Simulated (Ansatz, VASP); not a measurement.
# Zn: VASP beside Ansatz

```xyz
4
Lattice="2.2337 -2.4576 0.0000 2.2337 2.4576 0.0000 0.0000 0.0000 5.2582" Properties=species:S:1:pos:R:3 pbc="T T T"
Zn    2.2337    1.2288    0.6572
Zn    2.2337   -1.2288    1.9718
Zn    2.2337   -1.2288    4.6009
Zn    2.2337    1.2288    3.2863
```

Alike in both runs: functional PBEsol; k mesh 6 × 6 × 4; occupations gaussian, width 0.1 eV; no spin polarisation.

Ansatz relaxed the structure, and its values are those at the end. VASP's run is a single point on that final structure, the one shown.

|  | VASP | Ansatz |
| --- | --- | --- |
| version | VASP 6.6.1 | Ansatz 0.2.0 |
| potentials or method | VASP PAW PBE potentials, release 64 (Zn), cutoff 520 eV | scalar-relativistic, plane waves, PAW |
| valence electrons in the cell | 48 | 48 |

```tsv
	VASP	Ansatz	Ansatz less VASP
gap on the k mesh at the Fermi level (eV)	none	none	-
pressure (GPa)	0.4	-0.1	-0.44
```

VASP's potentials were made for PBE, not for PBEsol. A gap of «none» marks a metal or a gap that the smearing closes. With one functional, cell and mesh, what is left measures potentials, basis and numerics.
